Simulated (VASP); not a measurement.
# LiF (lda) (Fm-3m) in VASP: further runs, part 2 of 2

VASP 6.6.1. Earlier steps stand in the parts before.

**4. Single point, LDA**

This run uses another cell than the first one, of 7.47 Å³/atom, 0.914 times its volume.

Input file INCAR:

```
PREC = Accurate
ENCUT = 520
EDIFF = 1E-6
ISMEAR = 0
SIGMA = 0.02
LREAL = F
LASPH = T
NELM = 60
ALGO = Normal
ISIF = 2
LWAVE = F
LCHARG = T
GGA = CA
LELF = T
LVHAR = T
NBANDS = 12
```

Input file KPOINTS:

```
regular mesh
0
Gamma
  10 10 10
```

Input file POSCAR:

```
LiF
1.0
    0.0000000000      1.9544373904      1.9544373904
    1.9544373904      0.0000000000      1.9544373904
    1.9544373904      1.9544373904      0.0000000000
Li F
1 1
Direct
    0.0000000000      0.0000000000      0.0000000000
    0.5000000000      0.5000000000      0.5000000000
```

Potentials or basis: VASP PAW LDA potentials, release 64 (Li_sv, F).

Run with:

```bash
> cat potpaw_LDA.64/Li_sv/POTCAR potpaw_LDA.64/F/POTCAR > POTCAR
> mpirun -np 1 vasp_std > vasp.out
```

OUTCAR:

```text
PREC = Accurate
   ENCUT = 520
   EDIFF = 1E-6
   ISMEAR = 0
   LREAL = F
   LASPH = T
   NELM = 60
   ISIF = 2
   GGA = CA

 ion  position               nearest neighbor table
   1  0.000  0.000  0.000-   2 1.95   2 1.95   2 1.95   2 1.95   2 1.95   2 1.95
   2  0.500  0.500  0.500-   1 1.95   1 1.95   1 1.95   1 1.95   1 1.95   1 1.95

  LATTYP: Found a face centered cubic cell.
 ALAT       =     3.9088747808

  Lattice vectors:

 A1 = (   0.0000000000,   1.9544373904,   1.9544373904)
 A2 = (   1.9544373904,   0.0000000000,   1.9544373904)
 A3 = (   1.9544373904,   1.9544373904,   0.0000000000)

Analysis of symmetry for initial positions (statically):
=====================================================================
 Subroutine PRICEL returns:
 Original cell was already a primitive cell.

 Routine SETGRP: Setting up the symmetry group for a
 face centered cubic supercell.

 Subroutine GETGRP returns: Found 48 space group operations
 (whereof 48 operations were pure point group operations)
 out of a pool of 48 trial point group operations.

The static configuration has the point symmetry O_h .

Analysis of symmetry for dynamics (positions and initial velocities):
=====================================================================
 Subroutine PRICEL returns:
 Original cell was already a primitive cell.

 Routine SETGRP: Setting up the symmetry group for a
 face centered cubic supercell.

 Subroutine GETGRP returns: Found 48 space group operations
 (whereof 48 operations were pure point group operations)
 out of a pool of 48 trial point group operations.

The dynamic configuration has the point symmetry O_h .

 Subroutine INISYM returns: Found 48 space group operations
 (whereof 48 operations are pure point group operations),
 and found     1 'primitive' translations

----------------------------------------------------------------------------------------

                                     Primitive cell
[... 114 lines left out ...]
  Thomas-Fermi vector in A             =   2.551969
   LORBIT       =      0    0 simple, 1 ext, 2 COOP (PROOUT), +10 PAW based schemes
   GGA     = CA    functional components
   LHFCALC =     F    Hartree Fock is set to
   AEXX    =    0.0000 exact exchange contribution
   IVDW    =     0    specifies the selected vdW correction
   LEPSILON=     F    determine dielectric tensor
   LRPA    =     F    only Hartree local field effects (RPA)
 non-spin polarized calculation
 Gauss-broadening in eV      SIGMA  =   0.02
  energy-cutoff  :      520.00
  volume of cell :       14.93
 maximum number of plane-waves:       411
 NGX is ok and might be reduce to    24
   NGX = 11   NGY = 11   NGZ = 11

 number of electron      10.0000006 magnetization

 Free energy of the ion-electron system (eV)
  ---------------------------------------------------
  ext. energy  EPLUGINS =         0.00000000
  ---------------------------------------------------
  free energy    TOTEN  =       -10.50026056 eV

  energy without entropy =      -10.50026056  energy(sigma->0) =      -10.50026056

 E-fermi :  -0.6071     XC(G=0): -11.1265

 val. band max:       -0.7087768788   @ k =   0.0000   0.0000   0.0000
 cond. band min:       8.9811756875   @ k =   0.0000   0.0000   0.0000
 fundamental gap:      9.6899525663
 Fermi energy:        -0.6070953899

 k-point     1 :       0.0000    0.0000    0.0000
  band No.  band energies     occupation
      1     -40.3018      2.00000
      2     -20.5379      2.00000
      3      -0.7088      2.00000
      4      -0.7088      2.00000
      5      -0.7088      2.00000
      6       8.9812      0.00000
      7      23.9204      0.00000
      8      23.9204      0.00000
      9      23.9204      0.00000
     10      24.0849      0.00000
     11      24.0849      0.00000
     12      24.0849      0.00000
[... 331 lines left out ...]
 k-point    24 :       0.4000    0.3000    0.0000
  band No.  band energies     occupation
      1     -40.1986      2.00000
      2     -19.8864      2.00000
      3      -3.3982      2.00000
      4      -1.7388      2.00000
      5      -1.6071      2.00000
      6      12.8944      0.00000
      7      16.1833      0.00000
      8      18.4137      0.00000
      9      19.9680      0.00000
     10      21.0633      0.00000
     11      35.0015      0.00000
     12      35.4337      0.00000

 [... further k-points ...]
[... 5 lines left out ...]
  --------------------------------------------------------------------------------------
  -------------------------------------------------------------------------------------
  Total       -0.0210221     -0.0210221     -0.0210221      0.0000000      0.0000000      0.0000000
  in kB       -2.2557529     -2.2557529     -2.2557529      0.0000000      0.0000000      0.0000000
  external PRESSURE =      -2.2557529 kB  Pullay stress =       0.0000000 kB

 VOLUME and BASIS-vectors are now :
 -----------------------------------------------------------------------------
  energy-cutoff  :      520.00
  volume of cell :       14.93
      direct lattice vectors                 reciprocal lattice vectors
     0.000000000  1.954437390  1.954437390    -0.255828098  0.255828098  0.255828098
     1.954437390  0.000000000  1.954437390     0.255828098 -0.255828098  0.255828098
     1.954437390  1.954437390  0.000000000     0.255828098  0.255828098 -0.255828098

 POSITION                                       TOTAL-FORCE (eV/Angst)
 -----------------------------------------------------------------------------------
      0.00000      0.00000      0.00000         0.000000     -0.000000     -0.000000
      1.95444      1.95444      1.95444        -0.000000      0.000000      0.000000
 -----------------------------------------------------------------------------------
    total drift:                               -0.000000     -0.000000      0.000000

  FREE ENERGIE OF THE ION-ELECTRON SYSTEM (eV)
  ---------------------------------------------------
  free  energy   TOTEN  =       -10.5002605635 eV

  energy  without entropy=      -10.5002605635  energy(sigma->0) =      -10.50026056
```

OSZICAR:

```text
N       E                     dE             d eps       ncg     rms          rms(c)
DAV:   1     0.312430212702E+02    0.31243E+02   -0.54192E+03  1160   0.852E+02
DAV:   2    -0.989461917752E+01   -0.41138E+02   -0.40282E+02  1332   0.189E+02
DAV:   3    -0.109804273306E+02   -0.10858E+01   -0.10828E+01  1496   0.271E+01
DAV:   4    -0.109926942610E+02   -0.12267E-01   -0.12266E-01  1256   0.298E+00
DAV:   5    -0.109928170091E+02   -0.12275E-03   -0.12275E-03  1424   0.229E-01    0.424E+00
DAV:   6    -0.105154811427E+02    0.47734E+00   -0.21566E+00  1272   0.919E+00    0.129E+00
DAV:   7    -0.105052964822E+02    0.10185E-01   -0.15939E-02  1468   0.108E+00    0.778E-01
DAV:   8    -0.105002744423E+02    0.50220E-02   -0.82154E-03  1548   0.967E-01    0.947E-02
DAV:   9    -0.105002485022E+02    0.25940E-04   -0.69647E-04  1280   0.244E-01    0.365E-02
DAV:  10    -0.105002610918E+02   -0.12590E-04   -0.26191E-05  1320   0.383E-02    0.763E-03
DAV:  11    -0.105002605635E+02    0.52825E-06   -0.14540E-06  1144   0.130E-02
   1 F= -.10500261E+02 E0= -.10500261E+02  d E =-.472307E-15
```

stdout:

```text
POSCAR found type information on POSCAR LiF
 POSCAR found :  2 types and       2 ions
 scaLAPACK will be used
 LDA part: xc-table for (Slater(with rela. corr.)+CA(PZ))
 , standard interpolation
 POSCAR, INCAR and KPOINTS ok, starting setup
 FFT: planning ... GRIDC
 FFT: planning ... GRID_SOFT
 FFT: planning ... GRID
 WAVECAR not read
 entering main loop
```

Run time: 5.4 s. Hardware: 1 thread of Intel Xeon Platinum 8488C (Sapphire Rapids), shared host; peak memory 0.11 GiB.

What came out:

```yaml
Free_energy: -10.5003 eV
Band_gap_on_the_k_mesh: 9.69 eV, direct
```

Caveat: the cutoff is under 1.25 times the usual one of these potentials, so pressure, stress and relaxed cells hold a basis-set (Pulay) error. A k mesh can miss the band edges.

**5. Relaxation of cell and atoms, LDA**

This run uses another cell than the first one, of 7.47 Å³/atom, 0.914 times its volume.

Input file INCAR:

```
ALGO = Normal
EDIFF = 1E-6
EDIFFG = -0.002
ENCUT = 600
GGA = CA
IBRION = 2
ISIF = 3
ISMEAR = 0
LASPH = T
LCHARG = F
LREAL = F
LWAVE = F
NELM = 100
NSW = 100
PREC = Accurate
SIGMA = 0.02
```

Input file KPOINTS:

```
k-points
0
Gamma
  10 10 10
```

POSCAR is that of step 4.

Run with:

```bash
> cat potpaw_LDA.64/Li_sv/POTCAR potpaw_LDA.64/F/POTCAR > POTCAR
> mpirun -np 1 vasp_std > vasp.out
```

It took 8.3 s on 1 thread of Intel Xeon Platinum 8488C (Sapphire Rapids), shared host; peak memory 0.12 GiB.

It converged, with:

```yaml
Free_energy: -10.5025 eV
Relaxed_volume: 7.41 Å³/atom
Relaxed_cell: a = 2.757 Å, b = 2.757 Å, c = 2.757 Å, α = 60.00°, β = 60.00°, γ = 60.00°
Space_group_after_relaxing_to_0.05_Å: Fm-3m (No. 225)
Energy_gained_by_relaxing: 0.1 meV/atom
Ionic_steps: 3
Pressure_after_relaxing: 0.0 GPa
Band_gap_on_the_k_mesh: 9.76 eV, direct
```

Step by step:
| step | energy change (eV) | largest force (eV/Å) | pressure (GPa) | volume (Å³) |
| --- | --- | --- | --- | --- |
| 1 | 0.0000 | 0.0000 | -0.58 | 14.93 |
| 2 | -0.0002 | 0.0000 | -0.27 | 14.87 |
| 3 | -0.0002 | 0.0000 | 0.02 | 14.82 |

Final structure:
```
CELL_PARAMETERS angstrom
0.00000 1.94968 1.94968
1.94968 0.00000 1.94968
1.94968 1.94968 0.00000
ATOMIC_POSITIONS crystal
Li 0.00000 0.00000 0.00000
F 0.50000 0.50000 0.50000
```

Levels at points of the mesh, in eV from the valence-band top:
```tsv
k point	band 3	band 4	band 5	band 6	band 7	band 8
(0.00, 0.00, 0.00)	0.00	0.00	0.00	9.76	24.73	24.73
(0.50, 0.00, 0.00)	-2.89	-0.27	-0.27	10.89	17.55	19.17
(0.50, 0.50, 0.00)	-3.57	-1.19	-1.19	15.35	16.48	18.35
```

Caveat: the cutoff is under 1.25 times the usual one of these potentials, so pressure, stress and relaxed cells hold a basis-set (Pulay) error. Zero-point motion and thermal expansion aren't in these numbers.

**6. Relaxation of cell and atoms, LDA**

Input file INCAR:

```
ALGO = Normal
EDIFF = 1E-7
EDIFFG = -0.002
ENCUT = 600
GGA = CA
IBRION = 2
ISIF = 3
ISMEAR = 0
LASPH = True
LCHARG = False
LREAL = False
LWAVE = False
NELM = 100
NSW = 100
PREC = Accurate
SIGMA = 0.02
```

KPOINTS is that of step 5.

Input file POSCAR:

```
LiF
1.0
    0.0000000000      2.0140000000      2.0140000000
    2.0140000000      0.0000000000      2.0140000000
    2.0140000000      2.0140000000      0.0000000000
Li F
1 1
Direct
    0.0000000000      0.0000000000      0.0000000000
    0.5000000000      0.5000000000      0.5000000000
```

Potentials or basis: VASP PAW LDA potentials, release 64 (Li_sv, F).

Run with:

```bash
> cat potpaw_LDA.64/Li_sv/POTCAR potpaw_LDA.64/F/POTCAR > POTCAR
> mpirun -np 1 vasp_std > vasp.out
```

OUTCAR:

```text
EDIFF = 1E-7
   EDIFFG = -0.002
   ENCUT = 600
   GGA = CA
   IBRION = 2
   ISIF = 3
   ISMEAR = 0
   LASPH = True
   LREAL = False
   NELM = 100
   NSW = 100
   PREC = Accurate

 ion  position               nearest neighbor table
   1  0.000  0.000  0.000-   2 2.01   2 2.01   2 2.01   2 2.01   2 2.01   2 2.01
   2  0.500  0.500  0.500-   1 2.01   1 2.01   1 2.01   1 2.01   1 2.01   1 2.01

  LATTYP: Found a face centered cubic cell.
 ALAT       =     4.0280000000

  Lattice vectors:

 A1 = (   0.0000000000,   2.0140000000,   2.0140000000)
 A2 = (   2.0140000000,   0.0000000000,   2.0140000000)
 A3 = (   2.0140000000,   2.0140000000,   0.0000000000)

Analysis of symmetry for initial positions (statically):
=====================================================================
 Subroutine PRICEL returns:
 Original cell was already a primitive cell.

 Routine SETGRP: Setting up the symmetry group for a
 face centered cubic supercell.

 Subroutine GETGRP returns: Found 48 space group operations
 (whereof 48 operations were pure point group operations)
 out of a pool of 48 trial point group operations.

[... 172 lines left out ...]
  -------------------------------------------------------------------------------------
  Total       -0.7177513     -0.7177513     -0.7177513      0.0000000      0.0000000      0.0000000
  in kB      -70.3843597    -70.3843597    -70.3843597      0.0000000      0.0000000      0.0000000
  external PRESSURE =     -70.3843597 kB  Pullay stress =       0.0000000 kB
[... 95 lines left out ...]
--------------------------------------- Ionic step        4  -------------------------------------------

 number of electron      10.0000006 magnetization

 Free energy of the ion-electron system (eV)
  ---------------------------------------------------
  ext. energy  EPLUGINS =         0.00000000
  ---------------------------------------------------
  free energy    TOTEN  =       -10.51070476 eV

  energy without entropy =      -10.51070476  energy(sigma->0) =      -10.51070476

 E-fermi :  -0.4473     XC(G=0): -11.1745

 val. band max:       -0.6487209613   @ k =   0.0000   0.0000   0.0000
 cond. band min:       9.1366578624   @ k =   0.0000   0.0000   0.0000
 fundamental gap:      9.7853788237
 Fermi energy:        -0.4472644927

 k-point     1 :       0.0000    0.0000    0.0000
  band No.  band energies     occupation
      1     -40.2202      2.00000
      2     -20.5054      2.00000
      3      -0.6487      2.00000
      4      -0.6487      2.00000
      5      -0.6487      2.00000
      6       9.1367      0.00000
      7      24.1113      0.00000
      8      24.1113      0.00000
      9      24.1113      0.00000
[... 265 lines left out ...]
 k-point    24 :       0.4000    0.3000    0.0000
  band No.  band energies     occupation
      1     -40.1129      2.00000
      2     -19.8434      2.00000
      3      -3.3706      2.00000
      4      -1.6929      2.00000
      5      -1.5597      2.00000
      6      13.0482      0.00000
      7      16.3055      0.00000
      8      18.5765      0.00000
      9      20.1371      0.00000

 [... further k-points ...]
[... 5 lines left out ...]
  --------------------------------------------------------------------------------------
  -------------------------------------------------------------------------------------
  Total        0.0016395      0.0016395      0.0016395      0.0000000      0.0000000      0.0000000
  in kB        0.1775958      0.1775958      0.1775958      0.0000000      0.0000000      0.0000000
  external PRESSURE =       0.1775958 kB  Pullay stress =       0.0000000 kB
[... 17 lines left out ...]
  FREE ENERGIE OF THE ION-ELECTRON SYSTEM (eV)
  ---------------------------------------------------
  free  energy   TOTEN  =       -10.5107047570 eV

  energy  without entropy=      -10.5107047570  energy(sigma->0) =      -10.51070476

 reached required accuracy - stopping structural energy minimisation
```

OSZICAR:

```text
N       E                     dE             d eps       ncg     rms          rms(c)
DAV:   1     0.327685349884E+02    0.32769E+02   -0.60947E+03   894   0.124E+03
DAV:   2    -0.977283677714E+01   -0.42541E+02   -0.41655E+02   940   0.214E+02
DAV:   3    -0.109513724970E+02   -0.11785E+01   -0.11764E+01  1078   0.340E+01
DAV:   4    -0.109655688732E+02   -0.14196E-01   -0.14185E-01  1141   0.358E+00
[... 29 lines left out ...]
DAV:   2    -0.105107710833E+02    0.18471E-02   -0.10453E-02   871   0.865E-01    0.678E-02
DAV:   3    -0.105107267864E+02    0.44297E-04   -0.67253E-05  1161   0.103E-01    0.384E-02
DAV:   4    -0.105107046940E+02    0.22092E-04   -0.22958E-05  1235   0.487E-02    0.255E-03
DAV:   5    -0.105107047486E+02   -0.54622E-07   -0.10788E-06   869   0.117E-02    0.921E-04
DAV:   6    -0.105107047570E+02   -0.83535E-08   -0.65409E-08   610   0.277E-03
   4 F= -.10510705E+02 E0= -.10510705E+02  d E =-.370795E-01
```

It took 11 s on 1 thread of Intel Xeon Platinum 8488C (Sapphire Rapids), shared host; peak memory 0.12 GiB.

Results:

| Property | Result |
| --- | --- |
| Free energy | -10.5107 eV |
| Relaxed volume | 7.40 Å³/atom |
| Relaxed cell | a = 2.755 Å, b = 2.755 Å, c = 2.755 Å, α = 60.00°, β = 60.00°, γ = 60.00° |
| Space group after relaxing (to 0.05 Å) | Fm-3m (No. 225) |
| Energy gained by relaxing | 18.5 meV/atom |
| Ionic steps | 4 |
| Pressure after relaxing | 0.0 GPa |
| Band gap on the k mesh | 9.79 eV, direct |

Step by step:
```tsv
step	energy change (eV)	largest force (eV/Å)	pressure (GPa)	volume (Å³)
1	0.0000	0.0000	-7.04	16.34
2	-0.0284	0.0000	-3.72	15.50
3	-0.0370	0.0000	-0.38	14.86
4	-0.0371	0.0000	0.02	14.79
```

Final structure:
```yaml
crystal:
  lattice:
    - [0.00000, 1.94828, 1.94828]
    - [1.94828, 0.00000, 1.94828]
    - [1.94828, 1.94828, 0.00000]
  atoms:
    - { symbol: Li, position: [0.00000, 0.00000, 0.00000] }
    - { symbol: F, position: [0.50000, 0.50000, 0.50000] }
```

Levels at points of the mesh, in eV from the valence-band top:
| k point | band 3 | band 4 | band 5 | band 6 | band 7 | band 8 |
| --- | --- | --- | --- | --- | --- | --- |
| (0.00, 0.00, 0.00) | 0.00 | 0.00 | 0.00 | 9.79 | 24.76 | 24.76 |
| (0.50, 0.00, 0.00) | -2.89 | -0.27 | -0.27 | 10.90 | 17.58 | 19.19 |
| (0.50, 0.50, 0.00) | -3.58 | -1.19 | -1.19 | 15.37 | 16.49 | 18.38 |

Caveat: the cutoff is under 1.25 times the usual one of these potentials, so pressure, stress and relaxed cells hold a basis-set (Pulay) error.

**7. Summary**

| task | cell | k mesh | cutoff (eV) | smearing | gap on the mesh (eV) | pressure (GPa) | relaxed volume (Å³/atom) |
| --- | --- | --- | --- | --- | --- | --- | --- |
| single point | a = 2.848 Å, angles 60.0°, 2 atoms | 8 × 8 × 8 | 520 | gaussian 0.1 eV | 8.83 | - | - |
| single point | a = 2.764 Å, angles 60.0°, 2 atoms | 10 × 10 × 10 | 520 | gaussian 0.02 eV | 9.69 | - | - |
| relaxation of cell and atoms | relaxed from a = 2.764 Å, angles 60.0°, 2 atoms | 10 × 10 × 10 | 600 | gaussian 0.02 eV | 9.76 | 0.0 | 7.41 |
| relaxation of cell and atoms | relaxed from a = 2.848 Å, angles 60.0°, 2 atoms | 10 × 10 × 10 | 600 | gaussian 0.02 eV | 9.79 | 0.0 | 7.40 |

Alike in all rows: level LDA; potentials or basis VASP PAW LDA potentials, release 64 (Li_sv, F); no spin polarisation.

Caveats: the cutoff is under 1.25 times the usual one of these potentials, so pressure, stress and relaxed cells hold a basis-set (Pulay) error.

Total energies depend on the potentials used, so only differences within one code and one set of settings carry meaning.
